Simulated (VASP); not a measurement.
# Al in VASP: a series of runs, part 2 of 2

VASP 6.6.1. The steps go on from the part before.

## Step 3: Single point, PBEsol (volume scaled by 0.96)

INCAR reads:

```
SYSTEM = Al
PREC = Accurate
ENCUT = 520
EDIFF = 1E-7
ISMEAR = -1
SIGMA = 0.05
LREAL = .False.
LASPH = .True.
NELM = 80
ALGO = Fast
ISIF = 2
LWAVE = .False.
LCHARG = .False.
GGA = PS
NBANDS = 14
```

KPOINTS reads:

```
Automatic mesh
0
Gamma
  11 11 3
  0 0 0
```

POSCAR reads:

```
Al
1.0
    2.7888685969      0.0000000000      0.0000000000
   -1.3944342984      2.4152310527      0.0000000000
    0.0000000000      0.0000000000      9.0618428096
Al
4
Direct
    0.6666666667      0.3333333333      0.7500000000
    0.0000000000      0.0000000000      0.5000000000
    0.3333333333      0.6666666667      0.2500000000
    0.0000000000      0.0000000000      0.0000000000
```

Potentials or basis: VASP PAW PBE potentials, release 64 (Al).

The run is started by

```sh
$ cat potpaw_PBE.64/Al/POTCAR > POTCAR
$ mpirun -np 1 vasp_std > vasp.out
```

OUTCAR:

```text
SYSTEM = Al
   PREC = Accurate
   ENCUT = 520
   EDIFF = 1E-7
   ISMEAR = -1
   LREAL = .False.
   LASPH = .True.
   NELM = 80
   ISIF = 2
   GGA = PS

 ion  position               nearest neighbor table
   1  0.667  0.333  0.750-   2 2.78   4 2.78   2 2.78   4 2.78   2 2.78   4 2.78
   2  0.000  0.000  0.500-   1 2.78   3 2.78   3 2.78   1 2.78   1 2.78   3 2.78
   3  0.333  0.667  0.250-   2 2.78   4 2.78   2 2.78   4 2.78   2 2.78   4 2.78
   4  0.000  0.000  0.000-   1 2.78   3 2.78   3 2.78   1 2.78   1 2.78   3 2.78

  LATTYP: Found a hexagonal cell.
 ALAT       =     2.7888685969
 C/A-ratio  =     3.2492899879

  Lattice vectors:

 A1 = (   2.7888685969,   0.0000000000,   0.0000000000)
 A2 = (  -1.3944342984,   2.4152310527,   0.0000000000)
 A3 = (   0.0000000000,   0.0000000000,   9.0618428096)

Analysis of symmetry for initial positions (statically):
=====================================================================
 Subroutine PRICEL returns:
 Original cell was already a primitive cell.

 Routine SETGRP: Setting up the symmetry group for a
 hexagonal supercell.

 Subroutine GETGRP returns: Found 24 space group operations
 (whereof 12 operations were pure point group operations)
 out of a pool of 24 trial point group operations.

The static configuration has the point symmetry D_3d.
 The point group associated with its full space group is D_6h.

Analysis of symmetry for dynamics (positions and initial velocities):
=====================================================================
 Subroutine PRICEL returns:
 Original cell was already a primitive cell.

 Routine SETGRP: Setting up the symmetry group for a
 hexagonal supercell.

 Subroutine GETGRP returns: Found 24 space group operations
 (whereof 12 operations were pure point group operations)
 out of a pool of 24 trial point group operations.

The dynamic configuration has the point symmetry D_3d.
 The point group associated with its full space group is D_6h.

 Subroutine INISYM returns: Found 24 space group operations
 (whereof 12 operations are pure point group operations),
 and found     1 'primitive' translations

----------------------------------------------------------------------------------------

                                     Primitive cell

  volume of cell :      61.0384

  direct lattice vectors                    reciprocal lattice vectors
     2.788868597  0.000000000  0.000000000     0.358568346  0.207019531  0.000000000
    -1.394434298  2.415231053  0.000000000     0.000000000  0.414039062  0.000000000
     0.000000000  0.000000000  9.061842810     0.000000000  0.000000000  0.110352830

  length of vectors
     2.788868597  2.788868597  9.061842810     0.414039062  0.414039062  0.110352830

  position of ions in fractional coordinates (direct lattice)
     0.666666667  0.333333333  0.750000000
     0.000000000  0.000000000  0.500000000
     0.333333333  0.666666667  0.250000000
     0.000000000  0.000000000  0.000000000

  ion indices of the primitive-cell ions
   primitive index   ion index
                 1           1
                 2           2
                 3           3
[... 33 lines left out ...]
  0.272727 -0.000000  0.000000      6.000000
  0.363636 -0.000000  0.000000      6.000000
  0.454545 -0.000000  0.000000      6.000000
[... 16 lines left out ...]
  0.090909  0.090909  0.333333     12.000000
  0.181818  0.090909  0.333333     24.000000
 [... further k-points ...]
   k-points           NKPTS =     32   k-points in BZ     NKDIM =     32   number of bands    NBANDS=     14
   number of dos      NEDOS =    301   number of ions     NIONS =      4
   total plane-waves  NPLWV =  40320
   dimension x,y,z NGX =    24 NGY =   24 NGZ =   70
   dimension x,y,z NGXF=    48 NGYF=   48 NGZF=  140
   ions per type =               4
   NGX,Y,Z   is equivalent  to a cutoff of  14.31, 14.31, 12.84 a.u.
   NGXF,Y,Z  is equivalent  to a cutoff of  28.61, 28.61, 25.68 a.u.
 SYSTEM =  Al
   PREC   = accura    normal or accurate (medium, high low for compatibility)
   ISTART =      0    job   : 0-new  1-cont  2-samecut
   ICHARG =      2    charge: 1-file 2-atom 10-const
   ISPIN  =      1    spin polarized calculation?
   LNONCOLLINEAR =      F non collinear calculations
   LSORBIT =      F    spin-orbit coupling
   LASPH  =      T    aspherical Exc in radial PAW
   ENCUT  =  520.0 eV  38.22 Ry    6.18 a.u.   5.19  5.19 16.85*2*pi/ulx,y,z
   NELM   =     80;   NELMIN=  2; NELMDL= -5     # of ELM steps
   EDIFF  = 0.1E-06   stopping-criterion for ELM
   LREAL  =      F    real-space projection
   EDIFFG = 0.1E-05   stopping-criterion for IOM
   NSW    =      0    number of steps for IOM
   IBRION =     -1    ionic relax: 0-MD 1-quasi-New 2-CG
   NFREE  =      0    steps in history (QN), initial steepest desc. (CG)
   ISIF   =      2    stress and relaxation
   ISYM   =      2    0-nonsym 1-usesym 2-fastsym
   POTIM  = 0.5000    time-step for ionic-motion
   TEBEG  =    0.0;   TEEND  =   0.0 temperature during run
   PSTRESS=    0.0 pullay stress
   NELECT =      12.0000    total number of electrons
   NUPDOWN=      -1.0000    fix difference up-down
   EMIN   =  10.00;   EMAX   =-10.00  energy-range for DOS
   EFERMI =   0.00;   METHOD = LEGACY
   ISMEAR =    -1;   SIGMA  =   0.05  broadening in eV -4-tet -1-fermi 0-gaus
   EFERMI_NEDOS =   21; number of points for ismear=-14 and -15
   IALGO  =     68    algorithm
   IMIX   =      4    mixing-type and parameters
     AMIX     =   0.40;   BMIX     =  1.00
     AMIX_MAG =   1.60;   BMIX_MAG =  1.00
  volume/ion in A,a.u.               =      15.26       102.98
  Fermi-wavevector in a.u.,A,eV,Ry     =   0.951921  1.798870 12.328963  0.906153
  Thomas-Fermi vector in A             =   2.080436
   LORBIT       =      0    0 simple, 1 ext, 2 COOP (PROOUT), +10 PAW based schemes
   GGA     = PS    functional components
   LHFCALC =     F    Hartree Fock is set to
   AEXX    =    0.0000 exact exchange contribution
   IVDW    =     0    specifies the selected vdW correction
   LEPSILON=     F    determine dielectric tensor
   LRPA    =     F    only Hartree local field effects (RPA)
 non-spin polarized calculation
 RMM-DIIS sequential band-by-band and
  energy-cutoff  :      520.00
  volume of cell :       61.04
 maximum number of plane-waves:      1661
 NGX is ok and might be reduce to    24
   NGX = 11   NGY = 11   NGZ = 33

 number of electron      12.0000000 magnetization

 Free energy of the ion-electron system (eV)
  ---------------------------------------------------
  ext. energy  EPLUGINS =         0.00000000
  ---------------------------------------------------
  free energy    TOTEN  =       -16.28732522 eV

  energy without entropy =      -16.27426900  energy(sigma->0) =      -16.28079711

 E-fermi :   8.8072     XC(G=0): -10.5457

 val. band max:        8.7917200485   @ k =   0.2727   0.2727   0.0000
 cond. band min:       8.8114212941   @ k =   0.2727   0.0909   0.0000
 fundamental gap:      0.0197012456
 Fermi energy:         8.8072283187

 k-point     1 :       0.0000    0.0000    0.0000
  band No.  band energies     occupation
      1      -2.8939      2.00000
      2      -1.1045      2.00000
      3      -1.1045      2.00000
      4       3.9100      2.00000
      5       4.3653      2.00000
      6      12.4766      0.00000
      7      12.4907      0.00000
      8      19.9682      0.00000
      9      19.9682      0.00000
     10      20.0729      0.00000
     11      20.0729      0.00000
     12      21.0104      0.00000
     13      21.0218      0.00000
     14      21.1487      0.00000
[... 377 lines left out ...]
      1      -1.2373      2.00000
      2      -0.6458      2.00000
      3       1.6921      2.00000
      4       3.4132      2.00000
      5       7.9158      2.00000
      6      10.5187      0.00000
      7      12.0889      0.00000
      8      12.5947      0.00000
      9      14.0579      0.00000
     10      14.2397      0.00000
     11      15.0930      0.00000
     12      16.2157      0.00000
     13      16.6719      0.00000
     14      17.6338      0.00000

 [... further k-points ...]
[... 5 lines left out ...]
  --------------------------------------------------------------------------------------
  -------------------------------------------------------------------------------------
  Total        1.9983081      1.9983081      2.8211060      0.0000000      0.0000000      0.0000000
  in kB       52.4529326     52.4529326     74.0502829      0.0000000      0.0000000      0.0000000
  external PRESSURE =      59.6520494 kB  Pullay stress =       0.0000000 kB

 VOLUME and BASIS-vectors are now :
 -----------------------------------------------------------------------------
  energy-cutoff  :      520.00
  volume of cell :       61.04
      direct lattice vectors                 reciprocal lattice vectors
     2.788868597  0.000000000  0.000000000     0.358568346  0.207019531  0.000000000
    -1.394434298  2.415231053  0.000000000     0.000000000  0.414039062  0.000000000
     0.000000000  0.000000000  9.061842810     0.000000000  0.000000000  0.110352830

 POSITION                                       TOTAL-FORCE (eV/Angst)
 -----------------------------------------------------------------------------------
      1.39443      0.80508      6.79638        -0.000000      0.000000      0.000000
      0.00000      0.00000      4.53092         0.000000      0.000000     -0.000000
     -0.00000      1.61015      2.26546         0.000000     -0.000000      0.000000
      0.00000      0.00000      0.00000         0.000000      0.000000     -0.000000
 -----------------------------------------------------------------------------------
    total drift:                               -0.000000      0.000000      0.000000

  FREE ENERGIE OF THE ION-ELECTRON SYSTEM (eV)
  ---------------------------------------------------
  free  energy   TOTEN  =       -16.2873252227 eV

  energy  without entropy=      -16.2742689981  energy(sigma->0) =      -16.28079711
```

It took 12 s on 1 thread of Intel Xeon 6975P-C (Granite Rapids), shared host; peak memory 0.18 GiB.

Results:

```yaml
Free_energy: -16.2873 eV
Pressure: 6.0 GPa
Band_gap_on_the_k_mesh: zero (band 6 reaches 12.88 eV, above the bottom of band 7 at 6.84 eV)
```

Stress tensor (GPa, compression positive):
```
5.25 0.00 0.00
0.00 5.25 0.00
0.00 0.00 7.41
```

Caveat: the PAW data sets were made with another functional, which shifts forces and pressure a little.
